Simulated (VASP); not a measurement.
# MnS (F-43m) in VASP: further runs

The runs below take MnS through single point, with PBE.

All numbers are computed with VASP 6.6.1; they aren't measurements. Logs are shortened: lines on timing, memory, paths and dates and some standing lists are left out, and cuts for length are marked.

**1. The cell of the first run**

Symmetry: F-43m, No. 216, cubic system. Conventional cell: a = 5.409 Å, b = 5.409 Å, c = 5.409 Å, α = 90.00°, β = 90.00°, γ = 90.00°. Mn (site symmetry -43m) has 4 S at 2.34 Å within 3.1 Å. Within 3.1 Å of S (site symmetry -43m) lie 4 Mn at 2.34 Å.

**2. Single point, PBE, collinear spin, ferromagnetic start (19.78 Å³/atom)**

INCAR reads:

```
SYSTEM = MnS
PREC     = Accurate       ! precision mode
ENCUT    = 520            ! plane-wave cutoff, eV
EDIFF    = 1E-7           ! SCF threshold, eV
ISMEAR   = 0              ! smearing method
SIGMA    = 0.1            ! smearing width, eV
LREAL    = .False.        ! projectors in reciprocal space
LASPH    = .True.         ! aspherical terms in the spheres
NELM     = 150            ! most SCF steps
ALGO     = Normal         ! electronic algorithm
ISIF     = 2              ! what is computed and relaxed
LWAVE    = .False.        ! write WAVECAR
LCHARG   = .True.         ! write CHGCAR
ISPIN    = 2              ! spin polarisation
MAGMOM   = 4.63 0.14      ! initial moments
LORBIT   = 11             ! projections on sites
LMAXMIX  = 4              ! l up to which the mixer works
GGA      = PE             ! functional
LELF     = .True.         ! ELF
LVHAR    = .True.       
NBANDS   = 20             ! bands
```

KPOINTS reads:

```
regular mesh
0
Gamma
  14 14 14
  0 0 0
```

POSCAR reads:

```
MnS
1.0
    0.0000000000      2.7045079078      2.7045079078
    2.7045079078      0.0000000000      2.7045079078
    2.7045079078      2.7045079078      0.0000000000
Mn S
1 1
Direct
    0.0000000000      0.0000000000      0.0000000000
    0.7500000000      0.7500000000      0.7500000000
```

Potentials or basis: VASP PAW PBE potentials, release 64 (Mn_pv, S).

Command:

```
> cat potpaw_PBE.64/Mn_pv/POTCAR potpaw_PBE.64/S/POTCAR > POTCAR
> mpirun -np 1 vasp_std > vasp.out
```

OUTCAR:

```text
SYSTEM = MnS
   PREC = Accurate
   ENCUT = 520
   EDIFF = 1E-7
   ISMEAR = 0
   LREAL = .False.
   LASPH = .True.
   NELM = 150
   ISIF = 2
   ISPIN = 2
   LORBIT = 11
   GGA = PE

 ion  position               nearest neighbor table
   1  0.000  0.000  0.000-   2 2.34   2 2.34   2 2.34   2 2.34
   2  0.750  0.750  0.750-   1 2.34   1 2.34   1 2.34   1 2.34

  LATTYP: Found a face centered cubic cell.
 ALAT       =     5.4090158156

  Lattice vectors:

 A1 = (   0.0000000000,   2.7045079078,   2.7045079078)
 A2 = (   2.7045079078,   0.0000000000,   2.7045079078)
 A3 = (   2.7045079078,   2.7045079078,   0.0000000000)

Analysis of symmetry for initial positions (statically):
=====================================================================
 Subroutine PRICEL returns:
 Original cell was already a primitive cell.

 Routine SETGRP: Setting up the symmetry group for a
 face centered cubic supercell.

 Subroutine GETGRP returns: Found 24 space group operations
 (whereof 24 operations were pure point group operations)
 out of a pool of 48 trial point group operations.

The static configuration has the point symmetry T_d .

Analysis of symmetry for dynamics (positions and initial velocities):
=====================================================================
 Subroutine PRICEL returns:
 Original cell was already a primitive cell.

 Routine SETGRP: Setting up the symmetry group for a
 face centered cubic supercell.

 Subroutine GETGRP returns: Found 24 space group operations
 (whereof 24 operations were pure point group operations)
 out of a pool of 48 trial point group operations.

The dynamic configuration has the point symmetry T_d .

Analysis of structural, dynamic, and magnetic symmetry:
=====================================================================
 Subroutine PRICEL returns:
 Original cell was already a primitive cell.

 Routine SETGRP: Setting up the symmetry group for a
 face centered cubic supercell.

 Subroutine GETGRP returns: Found 24 space group operations
 (whereof 24 operations were pure point group operations)
 out of a pool of 48 trial point group operations.

The overall configuration has the point symmetry T_d .

 Subroutine INISYM returns: Found 24 space group operations
 (whereof 24 operations are pure point group operations),
 and found     1 'primitive' translations

----------------------------------------------------------------------------------------

                                     Primitive cell

  volume of cell :      39.5635

  direct lattice vectors                    reciprocal lattice vectors
     0.000000000  2.704507908  2.704507908    -0.184876516  0.184876516  0.184876516
     2.704507908  0.000000000  2.704507908     0.184876516 -0.184876516  0.184876516
     2.704507908  2.704507908  0.000000000     0.184876516  0.184876516 -0.184876516

  length of vectors
     3.824751763  3.824751763  3.824751763     0.320215519  0.320215519  0.320215519

  position of ions in fractional coordinates (direct lattice)
     0.000000000  0.000000000  0.000000000
     0.750000000  0.750000000  0.750000000

  ion indices of the primitive-cell ions
   primitive index   ion index
                 1           1
                 2           2

----------------------------------------------------------------------------------------

 KPOINTS: regular mesh

Automatic generation of k-mesh.
 Grid dimensions read from file:
 generate k-points for:   14   14   14

 Generating k-lattice:

  Cartesian coordinates                     Fractional coordinates (reciprocal lattice)
    -0.013205465  0.013205465  0.013205465     0.071428571  0.000000000  0.000000000
     0.013205465 -0.013205465  0.013205465     0.000000000  0.071428571  0.000000000
     0.013205465  0.013205465 -0.013205465     0.000000000  0.000000000  0.071428571

  Length of vectors
     0.022872537  0.022872537  0.022872537

  Shift w.r.t. Gamma in fractional coordinates (k-lattice)
     0.000000000  0.000000000  0.000000000

 Subroutine IBZKPT returns following result:
 ===========================================

 Found    104 irreducible k-points:

 Following reciprocal coordinates:
            Coordinates               Weight
  0.000000  0.000000  0.000000      1.000000
  0.071429  0.000000  0.000000      8.000000
  0.142857  0.000000  0.000000      8.000000
  0.214286  0.000000  0.000000      8.000000
  0.285714  0.000000  0.000000      8.000000
  0.357143  0.000000  0.000000      8.000000
[... 16 lines left out ...]
  0.214286  0.142857  0.000000     24.000000
  0.285714  0.142857  0.000000     24.000000
 [... further k-points ...]
   k-points           NKPTS =    104   k-points in BZ     NKDIM =    104   number of bands    NBANDS=     20
   number of dos      NEDOS =    301   number of ions     NIONS =      2
   total plane-waves  NPLWV =  21952
   dimension x,y,z NGX =    28 NGY =   28 NGZ =   28
   dimension x,y,z NGXF=    56 NGYF=   56 NGZF=   56
   ions per type =               1   1
   NGX,Y,Z   is equivalent  to a cutoff of  12.17, 12.17, 12.17 a.u.
   NGXF,Y,Z  is equivalent  to a cutoff of  24.34, 24.34, 24.34 a.u.
 SYSTEM =  MnS
   PREC   = accura    normal or accurate (medium, high low for compatibility)
   ISTART =      0    job   : 0-new  1-cont  2-samecut
   ICHARG =      2    charge: 1-file 2-atom 10-const
   ISPIN  =      2    spin polarized calculation?
   LNONCOLLINEAR =      F non collinear calculations
   LSORBIT =      F    spin-orbit coupling
   LASPH  =      T    aspherical Exc in radial PAW
   ENCUT  =  520.0 eV  38.22 Ry    6.18 a.u.   7.11  7.11  7.11*2*pi/ulx,y,z
   NELM   =    150;   NELMIN=  2; NELMDL= -5     # of ELM steps
   EDIFF  = 0.1E-06   stopping-criterion for ELM
   LREAL  =      F    real-space projection
   EDIFFG = 0.1E-05   stopping-criterion for IOM
   NSW    =      0    number of steps for IOM
   IBRION =     -1    ionic relax: 0-MD 1-quasi-New 2-CG
   NFREE  =      0    steps in history (QN), initial steepest desc. (CG)
   ISIF   =      2    stress and relaxation
   ISYM   =      2    0-nonsym 1-usesym 2-fastsym
   POTIM  = 0.5000    time-step for ionic-motion
   TEBEG  =    0.0;   TEEND  =   0.0 temperature during run
   PSTRESS=    0.0 pullay stress
   NELECT =      19.0000    total number of electrons
   NUPDOWN=      -1.0000    fix difference up-down
   EMIN   =  10.00;   EMAX   =-10.00  energy-range for DOS
   EFERMI =   0.00;   METHOD = LEGACY
   ISMEAR =     0;   SIGMA  =   0.10  broadening in eV -4-tet -1-fermi 0-gaus
   EFERMI_NEDOS =   21; number of points for ismear=-14 and -15
   IALGO  =     38    algorithm
   IMIX   =      4    mixing-type and parameters
     AMIX     =   0.40;   BMIX     =  1.00
     AMIX_MAG =   1.60;   BMIX_MAG =  1.00
  volume/ion in A,a.u.               =      19.78       133.49
  Fermi-wavevector in a.u.,A,eV,Ry     =   1.282019  2.422665 22.362163  1.643573
  Thomas-Fermi vector in A             =   2.414355
   LORBIT       =     11    0 simple, 1 ext, 2 COOP (PROOUT), +10 PAW based schemes
   GGA     = PE    functional components
   LHFCALC =     F    Hartree Fock is set to
   AEXX    =    0.0000 exact exchange contribution
   IVDW    =     0    specifies the selected vdW correction
   LEPSILON=     F    determine dielectric tensor
   LRPA    =     F    only Hartree local field effects (RPA)
 spin polarized calculation
 Gauss-broadening in eV      SIGMA  =   0.10
  energy-cutoff  :      520.00
  volume of cell :       39.56
 maximum number of plane-waves:      1090
   NGX = 15   NGY = 15   NGZ = 15

 number of electron      19.0000008 magnetization       4.5047161

 Free energy of the ion-electron system (eV)
  ---------------------------------------------------
  ext. energy  EPLUGINS =         0.00000000
  ---------------------------------------------------
  free energy    TOTEN  =       -13.99660115 eV

  energy without entropy =      -13.98959520  energy(sigma->0) =      -13.99309817

 E-fermi :   5.2525     XC(G=0):  -9.8453

 val. band max:        5.2497930930   @ k =   0.2857   0.0714   0.0000
 cond. band min:       5.2541726724   @ k =   0.2857   0.2143   0.0714
 fundamental gap:      0.0043795794
 Fermi energy:         5.2525068680

 spin component 1

 k-point     1 :       0.0000    0.0000    0.0000
  band No.  band energies     occupation
      1     -45.1352      1.00000
      2     -45.1352      1.00000
      3     -45.1352      1.00000
      4      -9.0572      1.00000
      5       0.2834      1.00000
      6       0.2834      1.00000
[... 12 lines left out ...]
     19      18.2509      0.00000
     20      18.7299      0.00000

 k-point     2 :       0.0714    0.0000    0.0000
  band No.  band energies     occupation
      1     -45.1355      1.00000
      2     -45.1353      1.00000
      3     -45.1353      1.00000
      4      -9.0213      1.00000
      5       0.2229      1.00000
      6       0.2978      1.00000
[... 12 lines left out ...]
     19      18.0443      0.00000
     20      19.0141      0.00000
[... 465 lines left out ...]
      3     -45.1358      1.00000
      4      -8.7563      1.00000
      5      -0.1664      1.00000
      6       0.4077      1.00000
[... 12 lines left out ...]
     19      18.9075      0.00000
     20      20.3305      0.00000

 k-point    24 :       0.2857    0.1429    0.0000
  band No.  band energies     occupation
      1     -45.1381      1.00000
      2     -45.1361      1.00000
      3     -45.1360      1.00000
      4      -8.5995      1.00000
      5      -0.3386      1.00000
      6       0.4388      1.00000
[... 12 lines left out ...]
     19      18.4658      0.00000
     20      21.5222      0.00000

 [... further k-points ...]

 spin component 2

 k-point     1 :       0.0000    0.0000    0.0000
  band No.  band energies     occupation
      1     -40.8762      1.00000
      2     -40.8762      1.00000
      3     -40.8762      1.00000
      4      -8.7790      1.00000
      5       1.6828      1.00000
      6       1.6828      1.00000
[... 12 lines left out ...]
     19      18.9381      0.00000
     20      19.5405      0.00000

 k-point     2 :       0.0714    0.0000    0.0000
  band No.  band energies     occupation
      1     -40.8766      1.00000
      2     -40.8763      1.00000
      3     -40.8763      1.00000
      4      -8.7447      1.00000
      5       1.5616      1.00000
      6       1.6905      1.00000
[... 12 lines left out ...]
     19      18.6827      0.00000
     20      19.9321      0.00000
[... 465 lines left out ...]
      3     -40.8770      1.00000
      4      -8.4927      1.00000
      5       0.9339      1.00000
      6       1.6891      1.00000
[... 12 lines left out ...]
     19      19.5870      0.00000
     20      21.1384      0.00000

 k-point    24 :       0.2857    0.1429    0.0000
  band No.  band energies     occupation
      1     -40.8803      1.00000
      2     -40.8774      1.00000
      3     -40.8773      1.00000
      4      -8.3439      1.00000
      5       0.6098      1.00000
      6       1.6800      1.00000
[... 12 lines left out ...]
     19      19.2483      0.00000
     20      22.2616      0.00000

 [... further k-points ...]
[... 5 lines left out ...]
  --------------------------------------------------------------------------------------
  -------------------------------------------------------------------------------------
  Total        1.2296597      1.2296597      1.2296597     -0.0000000     -0.0000000     -0.0000000
  in kB       49.7967221     49.7967221     49.7967221     -0.0000000     -0.0000000     -0.0000000
  external PRESSURE =      49.7967221 kB  Pullay stress =       0.0000000 kB

 VOLUME and BASIS-vectors are now :
 -----------------------------------------------------------------------------
  energy-cutoff  :      520.00
  volume of cell :       39.56
      direct lattice vectors                 reciprocal lattice vectors
     0.000000000  2.704507908  2.704507908    -0.184876516  0.184876516  0.184876516
     2.704507908  0.000000000  2.704507908     0.184876516 -0.184876516  0.184876516
     2.704507908  2.704507908  0.000000000     0.184876516  0.184876516 -0.184876516

 POSITION                                       TOTAL-FORCE (eV/Angst)
 -----------------------------------------------------------------------------------
      0.00000      0.00000      0.00000         0.000000     -0.000000     -0.000000
      4.05676      4.05676      4.05676        -0.000000      0.000000      0.000000
 -----------------------------------------------------------------------------------
    total drift:                                0.000001      0.000001      0.000001

  FREE ENERGIE OF THE ION-ELECTRON SYSTEM (eV)
  ---------------------------------------------------
  free  energy   TOTEN  =       -13.9966011477 eV

  energy  without entropy=      -13.9895952010  energy(sigma->0) =      -13.99309817

 total charge

# of ion       s       p       d       tot
------------------------------------------
    1        0.280   6.251   4.961  11.492
    2        1.318   2.460   0.000   3.778
--------------------------------------------------
tot          1.599   8.711   4.961  15.270

 magnetization (x)

# of ion       s       p       d       tot
------------------------------------------
    1        0.048   0.069   3.917   4.034
    2        0.009   0.039   0.000   0.048
--------------------------------------------------
tot          0.057   0.108   3.917   4.082
```

It took 62 s on 1 thread of Intel Xeon 6975P-C (Granite Rapids), shared host; peak memory 0.26 GiB.

What came out:

```
Free energy                                           : -13.9966 eV
Pressure                                              : 5.0 GPa
Net moment                                            : 4.50 μB per cell
Site moments                                          : Mn +4.03; S +0.05 μB
Valence electrons inside the program's atomic spheres : Mn 11.49; S 3.78
```

Caveat: the cell stands under pressure; a cell with one magnetic atom can't hold antiferromagnetic order, which such compounds often take; semilocal functionals often make such compounds metallic where correlation or magnetic order opens a gap, which also shifts bond lengths. With open d or f shells a metallic result of PBE can be an artefact of self-interaction; +U or a hybrid may open a gap.

**3. Single point, PBE, collinear spin, ferromagnetic start (20.46 Å³/atom)**

This run uses another cell than the first one, of 20.46 Å³/atom.

INCAR reads:

```
PREC     = Accurate       # precision mode
ENCUT    = 520            # plane-wave cutoff, eV
EDIFF    = 1E-7           # SCF threshold, eV
ISMEAR   = 0              # smearing method
SIGMA    = 0.1            # smearing width, eV
LREAL    = F              # projectors in reciprocal space
LASPH    = T              # aspherical terms in the spheres
NELM     = 150            # most SCF steps
ALGO     = Normal         # electronic algorithm
ISIF     = 2              # what is computed and relaxed
LWAVE    = F              # write WAVECAR
LCHARG   = T              # write CHGCAR
ISPIN    = 2              # spin polarisation
MAGMOM   = 4.63 0.14      # initial moments
LORBIT   = 11             # projections on sites
LMAXMIX  = 4              # l up to which the mixer works
GGA      = PE             # functional
LELF     = T              # ELF
LVHAR    = T            
NBANDS   = 20             # bands
```

KPOINTS reads:

```
regular mesh
0
Gamma
  14 14 14
```

POSCAR reads:

```
MnS
1.0
    0.0000000000      2.7348981808      2.7348981808
    2.7348981808      0.0000000000      2.7348981808
    2.7348981808      2.7348981808      0.0000000000
Mn S
1 1
Direct
    0.0000000000      0.0000000000      0.0000000000
    0.7500000000      0.7500000000      0.7500000000
```

Potentials or basis: VASP PAW PBE potentials, release 64 (Mn_pv, S).

Command:

```
> cat potpaw_PBE.64/Mn_pv/POTCAR potpaw_PBE.64/S/POTCAR > POTCAR
> mpirun -np 1 vasp_std > vasp.out
```

Run time: 87 s. Hardware: 1 thread of Intel Xeon 6975P-C (Granite Rapids), shared host; peak memory 0.27 GiB.

The run converged. Its results:

| Property | Result |
| --- | --- |
| Free energy | -14.0346 eV |
| Pressure | 3.9 GPa |
| Net moment | 4.68 μB per cell |
| Site moments | Mn +4.16; S +0.06 μB |
| Valence electrons inside the program's atomic spheres | Mn 11.45; S 3.78 |

Levels at points of the mesh, in eV from the Fermi level:
Spin up:
| k point | band 9 | band 10 | band 11 | band 12 | band 13 | band 14 | band 15 | band 16 |
| --- | --- | --- | --- | --- | --- | --- | --- | --- |
| (0.00, 0.00, 0.00) | -3.03 | 0.66 | 0.66 | 0.66 | 1.40 | 6.12 | 6.12 | 6.12 |
| (0.50, 0.00, 0.00) | -2.89 | -2.64 | -0.48 | -0.48 | 3.34 | 6.58 | 6.58 | 7.34 |
| (0.50, 0.50, 0.00) | -2.77 | -2.50 | -1.94 | -1.94 | 3.05 | 4.66 | 9.81 | 11.47 |
Spin down:
```tsv
k point	band 3	band 4	band 5	band 6	band 7	band 8	band 9	band 10	band 11	band 12
(0.00, 0.00, 0.00)	-46.11	-13.87	-3.46	-3.46	-3.46	0.88	0.88	2.28	3.30	3.30
(0.50, 0.00, 0.00)	-46.11	-13.13	-5.39	-3.36	-3.36	0.90	1.02	1.02	2.20	2.20
(0.50, 0.50, 0.00)	-46.11	-12.90	-5.29	-3.44	-3.44	-0.15	0.93	1.36	1.36	1.38
```

Caveat: the cell stands under pressure; a cell with one magnetic atom can't hold antiferromagnetic order, which such compounds often take; semilocal functionals often make such compounds metallic where correlation or magnetic order opens a gap, which also shifts bond lengths. With open d or f shells a metallic result of PBE can be an artefact of self-interaction; +U or a hybrid may open a gap.
